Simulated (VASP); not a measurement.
# Cd: single point with PBEsol

Crystal: Cd.

```xyz
4
Lattice="3.0931 0.0000 0.0000 -1.5465 2.6787 0.0000 0.0000 0.0000 10.4307" Properties=species:S:1:pos:R:3 pbc="T T T"
Cd    1.5465    0.8929    7.8231
Cd    0.0000    0.0000    5.2154
Cd    0.0000    1.7858    2.6077
Cd    0.0000    0.0000    0.0000
```

```json
{
 "Program": "VASP 6.6.1",
 "Task": "single point",
 "Functional": "PBEsol",
 "Potentials or basis": "VASP PAW PBE potentials, release 64 (Cd)",
 "Cutoff": "520 eV",
 "k mesh": "6 × 6 × 2",
 "Occupations": "fermi-dirac, width 0.05 eV",
 "Spin": "no spin polarisation",
 "Dipole correction": "no",
 "Further INCAR settings": "ALGO = Fast; EDIFF = 1e-06; NBANDS = 32"
}
```

```
Pressure               : -1.0 GPa
Band gap on the k mesh : zero (bands 24 and 25 overlap by 2.32 eV)
```

Stress tensor (GPa, compression positive):
```
-2.65  0.00  0.00
 0.00 -2.65  0.00
 0.00  0.00  2.44
```

Levels at points of the mesh, in eV from the Fermi level:
```tsv
k point	band 20	band 21	band 22	band 23	band 24	band 25	band 26	band 27	band 28	band 29
(0.00, 0.00, 0.00)	-8.36	-8.36	-7.25	-7.25	-2.63	-1.79	5.60	5.60	12.99	12.99
(0.50, 0.00, 0.00)	-8.23	-2.67	-2.51	-1.67	-1.66	-0.47	-0.33	2.85	3.41	3.62
(0.00, 0.00, 0.50)	-8.43	-8.43	-8.43	-5.14	-5.14	1.41	1.41	10.18	10.18	13.30
(0.50, 0.00, 0.50)	-8.24	-2.44	-2.44	-2.08	-2.08	0.50	0.50	1.52	1.52	6.14
```

Run time: 23 s on 1 thread of Intel(R) Xeon(R) Platinum 8488C (Sapphire Rapids), on a shared host, peak memory 0.2 GiB.

Caveat: the k points lie up to 0.39 Å⁻¹ apart, too coarse for converged energies and pressures of a metal; the PAW data sets were made with another functional, which shifts forces and pressure a little.
